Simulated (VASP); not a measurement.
A run of VASP 6.6.1 is set up as follows.

The input POSCAR:

```
Sn
1.0
   -1.8804419306      1.8804419306      1.8946518192
    1.8804419306     -1.8804419306      1.8946518192
    1.9088617078      1.9088617078     -1.8946518192
Sn
1
Direct
    0.0000000000      0.0000000000      0.0000000000
```

INCAR.step1

```
ALGO = Normal
EDIFF = 1E-4
ENCUT = 520
GGA = PE
ISMEAR = -1
LASPH = T
LCHARG = F
LREAL = F
LWAVE = T
NBANDS = 13
NELM = 100
PREC = Accurate
SIGMA = 0.08
```

File INCAR.step2:

```
ALGO = Normal
EDIFF = 1E-8
ENCUT = 520
ISIF = 2
ISMEAR = -1
ISTART = 1
LASPH = T
LCHARG = F
LEFG = T
LMIXTAU = T
LREAL = F
LWAVE = F
METAGGA = R2SCAN
NBANDS = 13
NELM = 100
PREC = Accurate
SIGMA = 0.08
```

The input KPOINTS:

```
k-points
0
Gamma
  14 14 14
```

Potentials or basis: VASP PAW PBE potentials, release 64 (Sn_d).

The run is started by

```sh
$ cat potpaw_PBE.64/Sn_d/POTCAR > POTCAR
$ cp INCAR.step1 INCAR
$ mpirun -np 1 vasp_std > vasp.out
$ cp INCAR.step2 INCAR
$ mpirun -np 1 vasp_std > vasp.out
```

(1) Predict the pressure.

(2) Predict the band gap on the k mesh.

Results:

(1) -0.5 GPa.

(2) zero (bands 7 and 8 overlap by 10.85 eV).

Caveat: the cell differs from its parent crystal (xy shear strain of +1.5 %); without QUAD_EFG the Cq values of the log hold for a quadrupole moment of 1 mb, not for the nuclei; the PAW data sets were made with another functional, which shifts forces and pressure a little; spin-orbit coupling is left out, which moves the levels of the heavy elements.
